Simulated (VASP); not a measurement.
# ScAl3 (P4/mmm) in VASP: a series of runs, part 2 of 2

VASP 6.6.1. Earlier steps stand in the parts before.

## Step 3: Single point, PBEsol (biaxial strain in the a-b plane: +2.0 %)

Input file INCAR:

```
PREC = Accurate
ENCUT = 520
EDIFF = 1E-6
ISMEAR = 0
SIGMA = 0.1
LREAL = False
LASPH = True
NELM = 60
ALGO = Fast
ISIF = 2
LWAVE = False
LCHARG = False
GGA = PS
NBANDS = 18
```

Input file KPOINTS:

```
Automatic mesh
0
Gamma
  14 14 14
```

Input file POSCAR:

```
ScAl3
1.0
    4.1527245886      0.0000000000      0.0000000000
    0.0000000000      4.1527245886      0.0000000000
    0.0000000000      0.0000000000      4.0224430329
Sc Al
1 3
Direct
    0.0000000000      0.0000000000      0.0000000000
    0.5000000000      0.0000000000      0.5000000000
    0.0000000000      0.5000000000      0.5000000000
    0.5000000000      0.5000000000      0.0000000000
```

Potentials or basis: VASP PAW PBE potentials, release 64 (Sc_sv, Al).

Started as:

```bash
> cat potpaw_PBE.64/Sc_sv/POTCAR potpaw_PBE.64/Al/POTCAR > POTCAR
> mpirun -np 1 vasp_std > vasp.out
```

OUTCAR:

```text
PREC = Accurate
   ENCUT = 520
   EDIFF = 1E-6
   ISMEAR = 0
   LREAL = False
   LASPH = True
   NELM = 60
   ISIF = 2
   GGA = PS

 ion  position               nearest neighbor table
   1  0.000  0.000  0.000-   2 2.89   3 2.89   2 2.89   3 2.89   3 2.89   3 2.89   2 2.89   2 2.89
                             4 2.94   4 2.94   4 2.94   4 2.94
   2  0.500  0.000  0.500-   1 2.89   4 2.89   1 2.89   4 2.89   4 2.89   4 2.89   1 2.89   1 2.89
                             3 2.94   3 2.94   3 2.94   3 2.94
   3  0.000  0.500  0.500-   1 2.89   4 2.89   1 2.89   4 2.89   1 2.89   1 2.89   4 2.89   4 2.89
                             2 2.94   2 2.94   2 2.94   2 2.94
   4  0.500  0.500  0.000-   2 2.89   3 2.89   2 2.89   3 2.89   2 2.89   2 2.89   3 2.89   3 2.89
                             1 2.94   1 2.94   1 2.94   1 2.94

  LATTYP: Found a simple tetragonal cell.
 ALAT       =     4.1527245886
 C/A-ratio  =     0.9686274510

  Lattice vectors:

 A1 = (   4.1527245886,   0.0000000000,   0.0000000000)
 A2 = (   0.0000000000,   4.1527245886,   0.0000000000)
 A3 = (   0.0000000000,   0.0000000000,   4.0224430329)

Analysis of symmetry for initial positions (statically):
=====================================================================
 Subroutine PRICEL returns:
 Original cell was already a primitive cell.

 Routine SETGRP: Setting up the symmetry group for a
 simple tetragonal supercell.

 Subroutine GETGRP returns: Found 16 space group operations
 (whereof 16 operations were pure point group operations)
 out of a pool of 16 trial point group operations.

The static configuration has the point symmetry D_4h.

Analysis of symmetry for dynamics (positions and initial velocities):
=====================================================================
 Subroutine PRICEL returns:
 Original cell was already a primitive cell.

 Routine SETGRP: Setting up the symmetry group for a
 simple tetragonal supercell.

 Subroutine GETGRP returns: Found 16 space group operations
 (whereof 16 operations were pure point group operations)
 out of a pool of 16 trial point group operations.

The dynamic configuration has the point symmetry D_4h.

 Subroutine INISYM returns: Found 16 space group operations
 (whereof 16 operations are pure point group operations),
 and found     1 'primitive' translations

----------------------------------------------------------------------------------------

                                     Primitive cell

  volume of cell :      69.3675

  direct lattice vectors                    reciprocal lattice vectors
     4.152724589  0.000000000  0.000000000     0.240805760  0.000000000  0.000000000
     0.000000000  4.152724589  0.000000000     0.000000000  0.240805760  0.000000000
     0.000000000  0.000000000  4.022443033     0.000000000  0.000000000  0.248605137

  length of vectors
     4.152724589  4.152724589  4.022443033     0.240805760  0.240805760  0.248605137

  position of ions in fractional coordinates (direct lattice)
     0.000000000  0.000000000  0.000000000
     0.500000000  0.000000000  0.500000000
     0.000000000  0.500000000  0.500000000
     0.500000000  0.500000000  0.000000000

  ion indices of the primitive-cell ions
   primitive index   ion index
[... 32 lines left out ...]
            Coordinates               Weight
  0.000000  0.000000  0.000000      1.000000
  0.071429  0.000000  0.000000      4.000000
  0.142857  0.000000  0.000000      4.000000
  0.214286  0.000000  0.000000      4.000000
  0.285714  0.000000  0.000000      4.000000
  0.357143  0.000000  0.000000      4.000000
[... 16 lines left out ...]
  0.285714  0.214286  0.000000      8.000000
  0.357143  0.214286  0.000000      8.000000
 [... further k-points ...]
   k-points           NKPTS =    288   k-points in BZ     NKDIM =    288   number of bands    NBANDS=     18
   number of dos      NEDOS =    301   number of ions     NIONS =      4
   total plane-waves  NPLWV =  30720
   dimension x,y,z NGX =    32 NGY =   32 NGZ =   30
   dimension x,y,z NGXF=    64 NGYF=   64 NGZF=   60
   ions per type =               1   3
   NGX,Y,Z   is equivalent  to a cutoff of  12.81, 12.81, 12.40 a.u.
   NGXF,Y,Z  is equivalent  to a cutoff of  25.62, 25.62, 24.80 a.u.
 SYSTEM =  unknown system
   PREC   = accura    normal or accurate (medium, high low for compatibility)
   ISTART =      0    job   : 0-new  1-cont  2-samecut
   ICHARG =      2    charge: 1-file 2-atom 10-const
   ISPIN  =      1    spin polarized calculation?
   LNONCOLLINEAR =      F non collinear calculations
   LSORBIT =      F    spin-orbit coupling
   LASPH  =      T    aspherical Exc in radial PAW
   ENCUT  =  520.0 eV  38.22 Ry    6.18 a.u.   7.72  7.72  7.48*2*pi/ulx,y,z
   NELM   =     60;   NELMIN=  2; NELMDL= -5     # of ELM steps
   EDIFF  = 0.1E-05   stopping-criterion for ELM
   LREAL  =      F    real-space projection
   EDIFFG = 0.1E-04   stopping-criterion for IOM
   NSW    =      0    number of steps for IOM
   IBRION =     -1    ionic relax: 0-MD 1-quasi-New 2-CG
   NFREE  =      0    steps in history (QN), initial steepest desc. (CG)
   ISIF   =      2    stress and relaxation
   ISYM   =      2    0-nonsym 1-usesym 2-fastsym
   POTIM  = 0.5000    time-step for ionic-motion
   TEBEG  =    0.0;   TEEND  =   0.0 temperature during run
   PSTRESS=    0.0 pullay stress
   NELECT =      20.0000    total number of electrons
   NUPDOWN=      -1.0000    fix difference up-down
   EMIN   =  10.00;   EMAX   =-10.00  energy-range for DOS
   EFERMI =   0.00;   METHOD = LEGACY
   ISMEAR =     0;   SIGMA  =   0.10  broadening in eV -4-tet -1-fermi 0-gaus
   EFERMI_NEDOS =   21; number of points for ismear=-14 and -15
   IALGO  =     68    algorithm
   IMIX   =      4    mixing-type and parameters
     AMIX     =   0.40;   BMIX     =  1.00
     AMIX_MAG =   1.60;   BMIX_MAG =  1.00
  volume/ion in A,a.u.               =      17.34       117.03
  Fermi-wavevector in a.u.,A,eV,Ry     =   1.081516  2.043768 15.914407  1.169676
  Thomas-Fermi vector in A             =   2.217534
   LORBIT       =      0    0 simple, 1 ext, 2 COOP (PROOUT), +10 PAW based schemes
   GGA     = PS    functional components
   LHFCALC =     F    Hartree Fock is set to
   AEXX    =    0.0000 exact exchange contribution
   IVDW    =     0    specifies the selected vdW correction
   LEPSILON=     F    determine dielectric tensor
   LRPA    =     F    only Hartree local field effects (RPA)
 non-spin polarized calculation
 RMM-DIIS sequential band-by-band and
 Gauss-broadening in eV      SIGMA  =   0.10
  energy-cutoff  :      520.00
  volume of cell :       69.37
 maximum number of plane-waves:      1908
 NGX is ok and might be reduce to    32
   NGX = 15   NGY = 15   NGZ = 15

 number of electron      19.9999999 magnetization

 Free energy of the ion-electron system (eV)
  ---------------------------------------------------
  ext. energy  EPLUGINS =         0.00000000
  ---------------------------------------------------
  free energy    TOTEN  =       -20.73552532 eV

  energy without entropy =      -20.72870179  energy(sigma->0) =      -20.73211355

 E-fermi :   7.0721     XC(G=0): -10.4388

 val. band max:        7.0499992735   @ k =   0.4286   0.0000   0.2143
 cond. band min:       7.0723352820   @ k =   0.2143   0.0000   0.2857
 fundamental gap:      0.0223360086
 Fermi energy:         7.0720867237

 k-point     1 :       0.0000    0.0000    0.0000
  band No.  band energies     occupation
      1     -41.7370      2.00000
      2     -20.5371      2.00000
      3     -20.5371      2.00000
      4     -20.5143      2.00000
      5      -2.8767      2.00000
      6       4.2904      2.00000
[... 481 lines left out ...]
      5      -1.4085      2.00000
      6       1.1110      2.00000
[... 10 lines left out ...]
     17      11.7949      0.00000
     18      12.5175      0.00000

 [... further k-points ...]

------------------------ aborting loop because EDIFF is reached ----------------------------------------

  FORCE on cell =-STRESS in cart. coord.  units (eV):
  Direction    XX          YY          ZZ          XY          YZ          ZX
  --------------------------------------------------------------------------------------
  -------------------------------------------------------------------------------------
  Total       -1.5959708     -1.5959708      0.2922956      0.0000000      0.0000000      0.0000000
  in kB      -36.8620390    -36.8620390      6.7511325      0.0000000      0.0000000      0.0000000
  external PRESSURE =     -22.3243152 kB  Pullay stress =       0.0000000 kB

 VOLUME and BASIS-vectors are now :
 -----------------------------------------------------------------------------
  energy-cutoff  :      520.00
  volume of cell :       69.37
      direct lattice vectors                 reciprocal lattice vectors
     4.152724589  0.000000000  0.000000000     0.240805760  0.000000000  0.000000000
     0.000000000  4.152724589  0.000000000     0.000000000  0.240805760  0.000000000
     0.000000000  0.000000000  4.022443033     0.000000000  0.000000000  0.248605137

 POSITION                                       TOTAL-FORCE (eV/Angst)
 -----------------------------------------------------------------------------------
      0.00000      0.00000      0.00000         0.000000      0.000000      0.000000
      2.07636      0.00000      2.01122         0.000000      0.000000      0.000000
      0.00000      2.07636      2.01122         0.000000      0.000000      0.000000
      2.07636      2.07636      0.00000         0.000000      0.000000      0.000000
 -----------------------------------------------------------------------------------
    total drift:                                0.000000      0.000000      0.000000

  FREE ENERGIE OF THE ION-ELECTRON SYSTEM (eV)
  ---------------------------------------------------
  free  energy   TOTEN  =       -20.7355253151 eV

  energy  without entropy=      -20.7287017907  energy(sigma->0) =      -20.73211355
```

OSZICAR:

```text
N       E                     dE             d eps       ncg     rms          rms(c)
DAV:   1     0.106637332371E+03    0.10664E+03   -0.82302E+03 10400   0.100E+03
DAV:   2    -0.167595046465E+02   -0.12340E+03   -0.12042E+03 10414   0.289E+02
DAV:   3    -0.216900306780E+02   -0.49305E+01   -0.47287E+01 15900   0.549E+01
DAV:   4    -0.218145389005E+02   -0.12451E+00   -0.12407E+00 15938   0.879E+00
DAV:   5    -0.218164741864E+02   -0.19353E-02   -0.19350E-02 15174   0.989E-01    0.900E+00
RMM:   6    -0.206824064110E+02    0.11341E+01   -0.18900E+00 10788   0.154E+01    0.269E+00
RMM:   7    -0.208013845593E+02   -0.11898E+00   -0.24624E+00 14337   0.685E+00    0.143E+00
RMM:   8    -0.207376432999E+02    0.63741E-01   -0.14248E-01 12046   0.444E+00    0.162E+00
RMM:   9    -0.207400304516E+02   -0.23872E-02   -0.96735E-02 15053   0.202E+00    0.690E-01
RMM:  10    -0.207350665115E+02    0.49639E-02   -0.13931E-02 12838   0.128E+00    0.133E-01
RMM:  11    -0.207357215537E+02   -0.65504E-03   -0.53121E-03 14535   0.455E-01    0.700E-02
RMM:  12    -0.207355714052E+02    0.15015E-03   -0.17444E-03 15051   0.317E-01    0.549E-02
RMM:  13    -0.207356419961E+02   -0.70591E-04   -0.23737E-04 16050   0.117E-01    0.894E-02
RMM:  14    -0.207355170828E+02    0.12491E-03   -0.22174E-04 14041   0.166E-01    0.535E-02
RMM:  15    -0.207355235406E+02   -0.64578E-05   -0.81265E-05 14176   0.535E-02    0.403E-02
RMM:  16    -0.207355251967E+02   -0.16562E-05   -0.13074E-05 13754   0.291E-02    0.402E-02
RMM:  17    -0.207355253151E+02   -0.11834E-06   -0.21863E-06 11336   0.195E-02
   1 F= -.20735525E+02 E0= -.20732114E+02  d E =-.682352E-02
```

Run time: 3.8 min. Hardware: 1 thread of Intel Xeon Platinum 8488C (Sapphire Rapids), shared host; peak memory 0.43 GiB.

What came out:

```
Free energy            : -20.7355 eV
Pressure               : -2.2 GPa
Band gap on the k mesh : zero (bands 10 and 11 overlap by 3.70 eV)
```

Stress tensor (GPa, compression positive):
```
-3.69  0.00  0.00
 0.00 -3.69  0.00
 0.00  0.00  0.68
```

Levels at points of the mesh, in eV from the Fermi level:
| k point | band 6 | band 7 | band 8 | band 9 | band 10 | band 11 | band 12 | band 13 | band 14 | band 15 |
| --- | --- | --- | --- | --- | --- | --- | --- | --- | --- | --- |
| (0.00, 0.00, 0.00) | -2.78 | -2.46 | -1.94 | -1.94 | -1.50 | 1.21 | 1.22 | 1.32 | 1.32 | 4.64 |
| (0.50, 0.00, 0.00) | -7.31 | -1.83 | -1.48 | -1.44 | 0.72 | 0.84 | 1.24 | 1.50 | 1.62 | 1.99 |
| (0.50, 0.50, 0.00) | -5.70 | -5.70 | -4.34 | -0.39 | -0.39 | 1.40 | 1.59 | 1.93 | 2.32 | 3.64 |
| (0.00, 0.00, 0.50) | -7.22 | -1.77 | -1.77 | -1.53 | 0.67 | 0.88 | 0.88 | 1.31 | 1.59 | 2.35 |
| (0.50, 0.00, 0.50) | -5.59 | -5.51 | -4.33 | -0.65 | -0.56 | 1.11 | 1.21 | 2.02 | 2.55 | 3.20 |
| (0.50, 0.50, 0.50) | -4.78 | -4.75 | -4.42 | -2.98 | -2.98 | -2.84 | 0.86 | 2.46 | 2.66 | 3.90 |

Caveat: the cell differs from its parent crystal (biaxial strain in the a-b plane: +2.0 %); the PAW data sets were made with another functional, which shifts forces and pressure a little.

## Step 4: Single point, PBEsol (biaxial strain in the a-b plane: +2.0 %, then relaxed in part)

Input file INCAR:

```
SYSTEM = ScAl3
PREC = Accurate
ENCUT = 520
EDIFF = 1E-6
ISMEAR = 0
SIGMA = 0.1
LREAL = .FALSE.
LASPH = .TRUE.
NELM = 80
ALGO = Fast
ISIF = 2
LWAVE = .FALSE.
LCHARG = .FALSE.
GGA = PS
NBANDS = 18
```

Input file KPOINTS:

```
regular mesh
0
G
  14 14 14
  0 0 0
```

POSCAR: that of step 3 with these lines changed.

```diff
@@ -4,3 +4,3 @@
     0.0000000000      4.1527245886      0.0000000000
-    0.0000000000      0.0000000000      4.0224430329
+    0.0000000000      0.0000000000      4.0362480752
 Sc Al
```

Started as:

```bash
> cat potpaw_PBE.64/Sc_sv/POTCAR potpaw_PBE.64/Al/POTCAR > POTCAR
> mpirun -np 1 vasp_std > vasp.out
```

Run time: 4.4 min. Hardware: 1 thread of Intel Xeon Platinum 8488C (Sapphire Rapids), shared host; peak memory 0.43 GiB.

It converged, with:

```
Free energy            : -20.7362 eV
Pressure               : -2.5 GPa
Band gap on the k mesh : zero (bands 10 and 11 overlap by 3.70 eV)
```

Stress tensor (GPa, compression positive):
```
-3.81  0.00  0.00
 0.00 -3.81  0.00
 0.00  0.00  0.08
```

Levels at points of the mesh, in eV from the Fermi level:
```
           k point  band 7  band 8  band 9  band 10  band 11  band 12  band 13  band 14
(0.00, 0.00, 0.00)   -2.47   -1.93   -1.93    -1.53     1.21     1.22     1.31     1.31
(0.50, 0.00, 0.00)   -1.81   -1.50   -1.43     0.72     0.85     1.20     1.47     1.61
(0.50, 0.50, 0.00)   -5.68   -4.33   -0.41    -0.41     1.38     1.56     1.93     2.33
(0.00, 0.00, 0.50)   -1.76   -1.76   -1.52     0.66     0.89     0.89     1.31     1.58
(0.50, 0.00, 0.50)   -5.52   -4.33   -0.64    -0.56     1.12     1.22     2.01     2.52
(0.50, 0.50, 0.50)   -4.75   -4.41   -2.97    -2.97    -2.85     0.85     2.46     2.64
```

Caveat: the cell differs from its parent crystal (biaxial strain in the a-b plane: +2.0 %, then relaxed in part); the PAW data sets were made with another functional, which shifts forces and pressure a little.

## Step 5: Summary

| cell | gap on the mesh (eV) | pressure (GPa) |
| --- | --- | --- |
| a = 3.990, b = 3.990, c = 4.120 Å, 4 atoms | none | 3.0 |
| a = 4.153, b = 4.153, c = 4.022 Å, 4 atoms | none | -2.2 |
| a = 4.153, b = 4.153, c = 4.036 Å, 4 atoms | none | -2.5 |

Alike in all rows: task single point; level PBEsol; potentials or basis VASP PAW PBE potentials, release 64 (Sc_sv, Al); no spin polarisation; k mesh 14 × 14 × 14; cutoff (eV) 520; smearing gaussian 0.1 eV.

Caveats: the PAW data sets were made with another functional, which shifts forces and pressure a little; the stress differs along the axes, from -1 to 5 GPa (at least some runs).

Absolute energies hang on the potentials; compare differences alone.

The gap in the log of VASP goes by the Fermi energy; the results here count the filled bands.